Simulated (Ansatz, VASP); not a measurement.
One calculation of HfSc3, two programs

```
Hf Sc
1.0
    -2.05742    2.05742    4.59580
     2.05742   -2.05742    4.59580
     2.05742    2.05742   -4.59580
Hf Sc
1 3
Direct
  0.00000 0.00000 0.00000
  0.50000 0.50000 0.00000
  0.25000 0.75000 0.50000
  0.75000 0.25000 0.50000
```

Alike in both runs: task single point; functional PBE; k mesh 6 × 6 × 6; occupations gaussian, width 0.1 eV; no spin polarisation.

|  | VASP | Ansatz |
| --- | --- | --- |
| version | VASP 6.6.1 | Ansatz 0.2.0 |
| potentials or method | VASP PAW PBE potentials, release 64 (Hf_pv, Sc_sv), cutoff 520 eV | scalar-relativistic, plane waves, PAW |
| valence electrons in the cell | 43 | 59 |

Ansatz gave:

```
gap on the k mesh at the Fermi level (eV)                     : none
pressure (GPa)                                                : 16.7
traceless stress, the component that is largest in VASP (GPa) : -4.28
```

**Question.** Which values does VASP return?

**Answer.** gap on the k mesh at the Fermi level (eV): none; pressure (GPa): 16.8; traceless stress, the component that is largest in VASP (GPa): -4.23.

A gap of «none» marks a metal or a gap that the smearing closes. VASP's potentials hold 43 valence electrons a cell and Ansatz's 59, so a difference there can come from the potentials and not from the codes.

Spin-orbit coupling is off throughout.
